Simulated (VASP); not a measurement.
Here is a VASP 6.6.1 calculation.

INCAR

```
SYSTEM = Ti
PREC = Accurate
ENCUT = 520
EDIFF = 1E-6
ISMEAR = -1
SIGMA = 0.08
LREAL = .False.
LASPH = .True.
NELM = 80
ALGO = Normal
ISIF = 2
LWAVE = .False.
LCHARG = .False.
GGA = PE
NBANDS = 12
```

KPOINTS

```
regular mesh
0
Gamma
  15 15 14
  0 0 0
```

POSCAR

```
Ti
1.0
    2.4212762676      0.0000000000      0.0000000000
   -1.2106381338      2.0968867574      0.0000000000
    0.0000000000      0.0000000000      2.3705598484
Ti
1
Direct
    0.0000000000      0.0000000000      0.0000000000
```

Potentials or basis: VASP PAW PBE potentials, release 64 (Ti_sv).

Run with:

```bash
$ cat potpaw_PBE.64/Ti_sv/POTCAR > POTCAR
$ mpirun -np 1 vasp_std > vasp.out
```

**Question.** Predict the band gap on the k mesh.

**Answer.** Zero (band 6 reaches 12.88 eV, above the bottom of band 7 at 12.06 eV).

**Question.** Estimate the pressure.

**Answer.** 69.1 GPa.

Stress tensor (GPa, compression positive):
```
69.24  0.00  0.00
 0.00 69.24  0.00
 0.00  0.00 68.82
```
